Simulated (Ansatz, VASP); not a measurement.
## One calculation of MgO, two programs

```xyz
2
Lattice="0.8239 2.5894 2.5894 2.5894 0.8239 2.5894 2.5894 2.5894 0.8239" Properties=species:S:1:pos:R:3 pbc="T T T"
Mg    0.0000    0.0000    0.0000
O     3.0014    3.0014    3.0014
```

Alike in both runs: task single point; functional PBEsol; k mesh 10 × 10 × 10; occupations gaussian, width 0.05 eV; no spin polarisation.

|  | VASP | Ansatz |
| --- | --- | --- |
| version | VASP 6.6.1 | Ansatz 0.2.0 |
| potentials or method | VASP PAW PBE potentials, release 64 (Mg, O), cutoff 520 eV | scalar-relativistic, plane waves, PAW |
| valence electrons in the cell | 8 | 16 |

|  | VASP | Ansatz | Ansatz less VASP |
| --- | --- | --- | --- |
| gap on the k mesh at the Fermi level (eV) | none | none | - |
| pressure (GPa) | 18.9 | 18.9 | +0.03 |
| traceless stress, the component that is largest in VASP (GPa) | -62.95 | -62.59 | +0.361 |

VASP's potentials were made for PBE, not for PBEsol. A gap of «none» marks a metal or a gap that the smearing closes. VASP's potentials hold 8 valence electrons a cell and Ansatz's 16, so a difference there can come from the potentials and not from the codes.
